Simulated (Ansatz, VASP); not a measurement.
## Two plane-wave programs on SnO2

```xyz
6
Lattice="4.4908 0.0000 0.0000 0.0000 4.4913 0.0000 0.0000 0.0000 3.0340" Properties=species:S:1:pos:R:3 pbc="T T T"
Sn    2.2454    2.2457    1.5170
Sn    0.0000    0.0000    0.0000
O     1.3741    1.4334    0.0000
O     3.6195    0.8122    1.5170
O     0.8713    3.6791    1.5170
O     3.1167    3.0579    0.0000
```

Alike in both runs: task single point; functional LDA; k mesh 6 × 6 × 8; occupations gaussian, width 0.05 eV; no spin polarisation.

|  | VASP | Ansatz |
| --- | --- | --- |
| version | VASP 6.6.1 | Ansatz 0.2.0 |
| potentials or method | VASP PAW LDA potentials, release 64 (Sn_d, O), cutoff 520 eV | scalar-relativistic, plane waves, PAW |
| valence electrons in the cell | 52 | 52 |

|  | VASP | Ansatz | Ansatz less VASP |
| --- | --- | --- | --- |
| gap on the k mesh at the Fermi level (eV) | 3.25 | 3.21 | -0.039 |
| least direct gap on the mesh (eV) | 3.25 | 3.21 | -0.039 |
| rms of the force components (eV/Å) | 1.076 | 1.052 | -0.0238 |

LDA's correlation is that of Perdew and Zunger in VASP and of Perdew and Wang (1992) in Ansatz. Atom by atom the forces differ by 0.024 eV/Å (rms over components).
